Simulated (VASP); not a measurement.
A run of VASP 6.6.1:

Contents of POSCAR:

```
BN
1.0
    0.0000000000      1.8123531715      1.8123531715
    1.8123531715      0.0000000000      1.8123531715
    1.8123531715      1.8123531715      0.0000000000
B N
1 1
Direct
    0.0000000000      0.0000000000      0.0000000000
    0.2500000000      0.2500000000      0.2500000000
```

Contents of INCAR.step1:

```
SYSTEM = BN
  ALGO = Normal
  EDIFF = 1E-5
  ENCUT = 1080
  GGA = PE
  GGA_COMPAT = .False.
  ISMEAR = -1
  LASPH = .True.
  LCHARG = .False.
  LREAL = .False.
  LWAVE = .True.
  NBANDS = 11
  NELM = 120
  PREC = Accurate
  SIGMA = 0.03
```

INCAR.step2

```
SYSTEM = BN
  ALGO = Normal
  EDIFF = 1E-8
  ENCUT = 1080
  GGA_COMPAT = .False.
  ISIF = 2
  ISMEAR = -1
  ISTART = 1
  LASPH = .True.
  LCHARG = .False.
  LEFG = .True.
  LMIXTAU = .True.
  LREAL = .False.
  LWAVE = .False.
  METAGGA = R2SCAN
  NBANDS = 11
  NELM = 120
  PREC = Accurate
  SIGMA = 0.03
```

KPOINTS

```
k-points
0
Gamma
  16 16 16
  0 0 0
```

Potentials or basis: VASP PAW PBE potentials, release 64 (B_h, N_h).

Command:

```sh
$ cat potpaw_PBE.64/B_h/POTCAR potpaw_PBE.64/N_h/POTCAR > POTCAR
$ cp INCAR.step1 INCAR
$ mpirun -np 1 vasp_std > vasp.out
$ cp INCAR.step2 INCAR
$ mpirun -np 1 vasp_std > vasp.out
```

Hardware: 1 thread of Intel(R) Xeon(R) Platinum 8375C CPU @ 2.90GHz (Ice Lake) (shared host).

**Question.** Estimate the wall time of this run.

**Answer.** Wall time 2.3 min on 1 thread of Intel(R) Xeon(R) Platinum 8375C CPU @ 2.90GHz (Ice Lake) (shared host), peak memory 0.19 GiB. Counts: k points 145.
